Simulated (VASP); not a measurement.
Set up this calculation in VASP 6.6.1, as the native input.

- Task: single point
- Functional: PBE
- Potentials or basis: VASP PAW PBE potentials, release 64 (Ir, Rh_pv)
- Cutoff: 520 eV
- k mesh: 18 × 18 × 4
- Occupations: gaussian, width 0.1 eV
- Spin: no spin polarisation
- Dipole correction: no
- Further INCAR settings: ALGO = Fast; EDIFF = 1e-07; NBANDS = 48

The structure of IrRh2 lies in POSCAR:

```
IrRh2
1.0
    2.7593445041      0.0000000000      0.0000000000
   -1.3796722520      2.3896624383      0.0000000000
    0.0000000000      0.0000000000     13.3503895189
Ir Rh
2 4
Direct
    0.3333333333      0.6666666667      0.2500000000
    0.6666666667      0.3333333333      0.7500000000
    0.3333333333      0.6666666667      0.9156654302
    0.3333333333      0.6666666667      0.5843345698
    0.6666666667      0.3333333333      0.0843345698
    0.6666666667      0.3333333333      0.4156654302
```

One way to write it, as run:

INCAR

```
ALGO = Fast
EDIFF = 1E-7
ENCUT = 520
GGA = PE
ISIF = 2
ISMEAR = 0
LASPH = T
LCHARG = T
LELF = T
LREAL = F
LVHAR = T
LWAVE = F
NBANDS = 48
NELM = 60
PREC = Accurate
SIGMA = 0.1
```

KPOINTS

```
k-points
0
Gamma
  18 18 4
```

Potentials or basis: VASP PAW PBE potentials, release 64 (Ir, Rh_pv).

Command:

```console
$ cat potpaw_PBE.64/Ir/POTCAR potpaw_PBE.64/Rh_pv/POTCAR > POTCAR
$ mpirun -np 1 vasp_std > vasp.out
```

Results of the run:

| Quantity | Value |
| --- | --- |
| Pressure | -7.6 GPa |
| Largest force | 0.020 eV/Å |
| Band gap on the k mesh | zero (bands 39 and 40 overlap by 2.12 eV) |

Caveat: the cell stands under tension; spin-orbit coupling is left out, which moves the levels of the heavy elements.

Wall time 14 min on 1 thread of AMD EPYC 9755 128-Core Processor, with other jobs on the host, peak memory 0.47 GiB.
